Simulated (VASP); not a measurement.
# Be2C (Fm-3m) in VASP: further runs

Runs on Be2C. Level: PBEsol. Tasks: single point.

Program: VASP 6.6.1. These are calculated values, not measurements. Logs are shortened: lines on timing, memory, paths and dates and some standing lists are left out, and cuts for length are marked.

### 1 The cell of the first run

The structure is cubic, space group Fm-3m (No. 225). The conventional cell has a = 4.345 Å, b = 4.345 Å, c = 4.345 Å, α = 90.00°, β = 90.00°, γ = 90.00°. Within 2.5 Å of Be (site symmetry -43m) lie 4 C at 1.88 Å and 6 Be at 2.17 Å. C (site symmetry m-3m) has 8 Be at 1.88 Å within 2.5 Å.

### 2 Single point, PBEsol

File INCAR:

```
SYSTEM = Be2C
  PREC = Accurate
  ENCUT = 600
  EDIFF = 1E-6
  ISMEAR = 1
  SIGMA = 0.0165
  LREAL = .False.
  LASPH = .True.
  NELM = 120
  ALGO = Normal
  ISIF = 2
  LWAVE = .False.
  LCHARG = .False.
  GGA = PS
  NBANDS = 11
  GGA_COMPAT = .False.
```

File KPOINTS:

```
regular mesh
0
Gamma
  7 7 7
  0 0 0
```

File POSCAR:

```
Be2C
1.0
    0.0000000000      2.1724960000      2.1724960000
    2.1724960000      0.0000000000      2.1724960000
    2.1724960000      2.1724960000      0.0000000000
Be C
2 1
Direct
    0.2500000000      0.2500000000      0.2500000000
    0.7500000000      0.7500000000      0.7500000000
    0.0000000000      0.0000000000      0.0000000000
```

Potentials or basis: VASP PAW PBE potentials, release 64 (Be, C).

Command:

```sh
> cat potpaw_PBE.64/Be/POTCAR potpaw_PBE.64/C/POTCAR > POTCAR
> mpirun -np 1 vasp_std > vasp.out
```

OUTCAR:

```text
SYSTEM = Be2C
   PREC = Accurate
   ENCUT = 600
   EDIFF = 1E-6
   ISMEAR = 1
   LREAL = .False.
   LASPH = .True.
   NELM = 120
   ISIF = 2
   GGA = PS

 ion  position               nearest neighbor table
   1  0.250  0.250  0.250-   3 1.88   3 1.88   3 1.88   3 1.88   2 2.17   2 2.17   2 2.17   2 2.17
                             2 2.17   2 2.17
   2  0.750  0.750  0.750-   3 1.88   3 1.88   3 1.88   3 1.88   1 2.17   1 2.17   1 2.17   1 2.17
                             1 2.17   1 2.17
   3  0.000  0.000  0.000-   2 1.88   2 1.88   2 1.88   1 1.88   1 1.88   1 1.88   2 1.88   1 1.88

  LATTYP: Found a face centered cubic cell.
 ALAT       =     4.3449920000

  Lattice vectors:

 A1 = (   0.0000000000,   2.1724960000,   2.1724960000)
 A2 = (   2.1724960000,   0.0000000000,   2.1724960000)
 A3 = (   2.1724960000,   2.1724960000,   0.0000000000)

Analysis of symmetry for initial positions (statically):
=====================================================================
 Subroutine PRICEL returns:
 Original cell was already a primitive cell.

 Routine SETGRP: Setting up the symmetry group for a
 face centered cubic supercell.

 Subroutine GETGRP returns: Found 48 space group operations
 (whereof 48 operations were pure point group operations)
 out of a pool of 48 trial point group operations.

The static configuration has the point symmetry O_h .

Analysis of symmetry for dynamics (positions and initial velocities):
=====================================================================
 Subroutine PRICEL returns:
 Original cell was already a primitive cell.

 Routine SETGRP: Setting up the symmetry group for a
 face centered cubic supercell.

 Subroutine GETGRP returns: Found 48 space group operations
 (whereof 48 operations were pure point group operations)
 out of a pool of 48 trial point group operations.

The dynamic configuration has the point symmetry O_h .

 Subroutine INISYM returns: Found 48 space group operations
 (whereof 48 operations are pure point group operations),
 and found     1 'primitive' translations

----------------------------------------------------------------------------------------

                                     Primitive cell

  volume of cell :      20.5072

  direct lattice vectors                    reciprocal lattice vectors
     0.000000000  2.172496000  2.172496000    -0.230150021  0.230150021  0.230150021
     2.172496000  0.000000000  2.172496000     0.230150021 -0.230150021  0.230150021
     2.172496000  2.172496000  0.000000000     0.230150021  0.230150021 -0.230150021

  length of vectors
     3.072373307  3.072373307  3.072373307     0.398631530  0.398631530  0.398631530

  position of ions in fractional coordinates (direct lattice)
     0.250000000  0.250000000  0.250000000
     0.750000000  0.750000000  0.750000000
     0.000000000  0.000000000  0.000000000

  ion indices of the primitive-cell ions
   primitive index   ion index
                 1           1
                 2           2
                 3           3

----------------------------------------------------------------------------------------

 KPOINTS: regular mesh

Automatic generation of k-mesh.
 Grid dimensions read from file:
 generate k-points for:    7    7    7

 Generating k-lattice:

  Cartesian coordinates                     Fractional coordinates (reciprocal lattice)
    -0.032878574  0.032878574  0.032878574     0.142857143  0.000000000  0.000000000
     0.032878574 -0.032878574  0.032878574     0.000000000  0.142857143  0.000000000
     0.032878574  0.032878574 -0.032878574     0.000000000  0.000000000  0.142857143

  Length of vectors
     0.056947361  0.056947361  0.056947361

  Shift w.r.t. Gamma in fractional coordinates (k-lattice)
     0.000000000  0.000000000  0.000000000

 Subroutine IBZKPT returns following result:
 ===========================================

 Found     20 irreducible k-points:

 Following reciprocal coordinates:
            Coordinates               Weight
  0.000000  0.000000  0.000000      1.000000
  0.142857  0.000000  0.000000      8.000000
  0.285714  0.000000  0.000000      8.000000
  0.428571  0.000000  0.000000      8.000000
  0.142857  0.142857  0.000000      6.000000
  0.285714  0.142857  0.000000     24.000000
[... 12 lines left out ...]
 -0.428571  0.428571  0.142857     24.000000
 -0.285714  0.428571  0.142857     24.000000
   k-points           NKPTS =     20   k-points in BZ     NKDIM =     20   number of bands    NBANDS=     11
   number of dos      NEDOS =    301   number of ions     NIONS =      3
   total plane-waves  NPLWV =  21952
   dimension x,y,z NGX =    28 NGY =   28 NGZ =   28
   dimension x,y,z NGXF=    56 NGYF=   56 NGZF=   56
   ions per type =               2   1
   NGX,Y,Z   is equivalent  to a cutoff of  15.15, 15.15, 15.15 a.u.
   NGXF,Y,Z  is equivalent  to a cutoff of  30.30, 30.30, 30.30 a.u.
 SYSTEM =  Be2C
   PREC   = accura    normal or accurate (medium, high low for compatibility)
   ISTART =      0    job   : 0-new  1-cont  2-samecut
   ICHARG =      2    charge: 1-file 2-atom 10-const
   ISPIN  =      1    spin polarized calculation?
   LNONCOLLINEAR =      F non collinear calculations
   LSORBIT =      F    spin-orbit coupling
   LASPH  =      T    aspherical Exc in radial PAW
   ENCUT  =  600.0 eV  44.10 Ry    6.64 a.u.   6.14  6.14  6.14*2*pi/ulx,y,z
   NELM   =    120;   NELMIN=  2; NELMDL= -5     # of ELM steps
   EDIFF  = 0.1E-05   stopping-criterion for ELM
   LREAL  =      F    real-space projection
   EDIFFG = 0.1E-04   stopping-criterion for IOM
   NSW    =      0    number of steps for IOM
   IBRION =     -1    ionic relax: 0-MD 1-quasi-New 2-CG
   NFREE  =      0    steps in history (QN), initial steepest desc. (CG)
   ISIF   =      2    stress and relaxation
   ISYM   =      2    0-nonsym 1-usesym 2-fastsym
   POTIM  = 0.5000    time-step for ionic-motion
   TEBEG  =    0.0;   TEEND  =   0.0 temperature during run
   PSTRESS=    0.0 pullay stress
   NELECT =       8.0000    total number of electrons
   NUPDOWN=      -1.0000    fix difference up-down
   EMIN   =  10.00;   EMAX   =-10.00  energy-range for DOS
   EFERMI =   0.00;   METHOD = LEGACY
   ISMEAR =     1;   SIGMA  =   0.02  broadening in eV -4-tet -1-fermi 0-gaus
   EFERMI_NEDOS =   21; number of points for ismear=-14 and -15
   IALGO  =     38    algorithm
   IMIX   =      4    mixing-type and parameters
     AMIX     =   0.40;   BMIX     =  1.00
     AMIX_MAG =   1.60;   BMIX_MAG =  1.00
  volume/ion in A,a.u.               =       6.84        46.13
  Fermi-wavevector in a.u.,A,eV,Ry     =   1.196196  2.260484 19.468385  1.430886
  Thomas-Fermi vector in A             =   2.332143
   LORBIT       =      0    0 simple, 1 ext, 2 COOP (PROOUT), +10 PAW based schemes
   GGA     = PS    functional components
   LHFCALC =     F    Hartree Fock is set to
   AEXX    =    0.0000 exact exchange contribution
   IVDW    =     0    specifies the selected vdW correction
   LEPSILON=     F    determine dielectric tensor
   LRPA    =     F    only Hartree local field effects (RPA)
 non-spin polarized calculation
 Methfessel and Paxton  Order N= 1 SIGMA  =   0.02
  energy-cutoff  :      600.00
  volume of cell :       20.51
 maximum number of plane-waves:       701
 NGX is ok and might be reduce to    28
   NGX = 13   NGY = 13   NGZ = 13

 number of electron       8.0000000 magnetization

 Free energy of the ion-electron system (eV)
  ---------------------------------------------------
  ext. energy  EPLUGINS =         0.00000000
  ---------------------------------------------------
  free energy    TOTEN  =       -18.40598985 eV

  energy without entropy =      -18.40599822  energy(sigma->0) =      -18.40599264

 E-fermi :   7.6026     XC(G=0): -11.4709

 val. band max:        7.5886598873   @ k =   0.0000   0.0000   0.0000
 cond. band min:       8.8791517316   @ k =   0.4286   0.4286   0.0000
 fundamental gap:      1.2904918443
 Fermi energy:         7.6025507613

 k-point     1 :       0.0000    0.0000    0.0000
  band No.  band energies     occupation
      1      -7.3666      2.00000
      2       7.5887      2.00000
      3       7.5887      2.00000
      4       7.5887      2.00000
      5      11.6538      0.00000
      6      11.6538      0.00000
      7      11.6538      0.00000
      8      14.1751      0.00000
      9      20.5878      0.00000
     10      20.5878      0.00000
     11      20.5878      0.00000

 k-point     2 :       0.1429    0.0000    0.0000
  band No.  band energies     occupation
      1      -7.0434      2.00000
      2       5.2976      2.00000
      3       7.0413      2.00000
      4       7.0413      2.00000
      5      12.4370      0.00000
      6      12.4370      0.00000
      7      12.9045      0.00000
      8      14.9537      0.00000
      9      19.0371      0.00000
     10      19.0371      0.00000
     11      21.3545      0.00000

 k-point     3 :       0.2857    0.0000    0.0000
  band No.  band energies     occupation
      1      -6.1062      2.00000
      2       1.9690      2.00000
      3       6.2550      2.00000
      4       6.2550      2.00000
      5      12.9945      0.00000
      6      12.9945      0.00000
      7      13.8525      0.00000
      8      16.3596      0.00000
      9      19.0564      0.00000
     10      19.0564      0.00000
     11      23.0985      0.00000
[... 211 lines left out ...]
 k-point    19 :      -0.4286    0.4286    0.1429
  band No.  band energies     occupation
      1      -3.8766      2.00000
      2       1.1308      2.00000
      3       2.4581      2.00000
      4       2.5026      2.00000
      5      11.0641      0.00000
      6      14.5070      0.00000
      7      17.2265      0.00000
      8      20.2324      0.00000
      9      20.9804      0.00000
     10      22.2939      0.00000
     11      24.7572      0.00000

 k-point    20 :      -0.2857    0.4286    0.1429
  band No.  band energies     occupation
      1      -3.5496      2.00000
      2       0.7398      2.00000
      3       1.5888      2.00000
      4       2.8776      2.00000
      5      12.4132      0.00000
      6      15.9521      0.00000
      7      17.0432      0.00000
      8      17.8668      0.00000
      9      20.8787      0.00000
     10      21.1886      0.00000
     11      24.9744      0.00000

------------------------ aborting loop because EDIFF is reached ----------------------------------------

  FORCE on cell =-STRESS in cart. coord.  units (eV):
  Direction    XX          YY          ZZ          XY          YZ          ZX
  --------------------------------------------------------------------------------------
  -------------------------------------------------------------------------------------
  Total       -0.5337941     -0.5337941     -0.5337941     -0.0000000     -0.0000000      0.0000000
  in kB      -41.7039725    -41.7039725    -41.7039725     -0.0000000     -0.0000000      0.0000000
  external PRESSURE =     -41.7039725 kB  Pullay stress =       0.0000000 kB

 VOLUME and BASIS-vectors are now :
 -----------------------------------------------------------------------------
  energy-cutoff  :      600.00
  volume of cell :       20.51
      direct lattice vectors                 reciprocal lattice vectors
     0.000000000  2.172496000  2.172496000    -0.230150021  0.230150021  0.230150021
     2.172496000  0.000000000  2.172496000     0.230150021 -0.230150021  0.230150021
     2.172496000  2.172496000  0.000000000     0.230150021  0.230150021 -0.230150021

 POSITION                                       TOTAL-FORCE (eV/Angst)
 -----------------------------------------------------------------------------------
      1.08625      1.08625      1.08625         0.000000      0.000000      0.000000
      3.25874      3.25874      3.25874        -0.000000     -0.000000     -0.000000
      0.00000      0.00000      0.00000         0.000000     -0.000000      0.000000
 -----------------------------------------------------------------------------------
    total drift:                               -0.000000     -0.000000      0.000000

  FREE ENERGIE OF THE ION-ELECTRON SYSTEM (eV)
  ---------------------------------------------------
  free  energy   TOTEN  =       -18.4059898527 eV

  energy  without entropy=      -18.4059982199  energy(sigma->0) =      -18.40599264
```

Wall time 10 s (1 thread of Intel Xeon 8259CL, shared host); peak memory 0.15 GiB.

What came out:

```
Free energy            : -18.4060 eV
Pressure               : -4.2 GPa
Band gap on the k mesh : 1.29 eV (least direct gap 4.07 eV)
```

Caveat: the cell stands under tension; the PAW data sets were made with another functional, which shifts forces and pressure a little; an odd mesh through Γ misses points on the zone boundary, where band edges can lie.

### 3 Single point, PBEsol

File INCAR:

```
PREC = Accurate ; ENCUT = 600
EDIFF = 1E-6 ; ISMEAR = 1
SIGMA = 0.0165 ; LREAL = F
LASPH = T ; NELM = 120
ALGO = Normal ; ISIF = 2
LWAVE = F ; LCHARG = F
GGA = PS ; NBANDS = 11
GGA_COMPAT = F
```

File KPOINTS:

```
regular mesh
0
Gamma
  7 7 7
```

POSCAR is that of step 2.

Potentials or basis: VASP PAW PBE potentials, release 64 (Be, C).

Command:

```sh
> cat potpaw_PBE.64/Be/POTCAR potpaw_PBE.64/C/POTCAR > POTCAR
> mpirun -np 1 vasp_std > vasp.out
```

It took 8.4 s on 1 thread of Intel Xeon 8259CL, shared host; peak memory 0.15 GiB.

The run converged. Its results:

```yaml
Free_energy: -18.4060 eV
Pressure: -4.2 GPa
Band_gap_on_the_k_mesh: 1.29 eV (least direct gap 4.07 eV)
```

Levels at points of the mesh, in eV from the valence-band top:
```csv
k point,band 1,band 2,band 3,band 4,band 5,band 6,band 7,band 8
"(0.00, 0.00, 0.00)",-14.96,0.00,0.00,0.00,4.07,4.07,4.07,6.59
```

Caveat: the cell stands under tension; the PAW data sets were made with another functional, which shifts forces and pressure a little; an odd mesh through Γ misses points on the zone boundary, where band edges can lie.
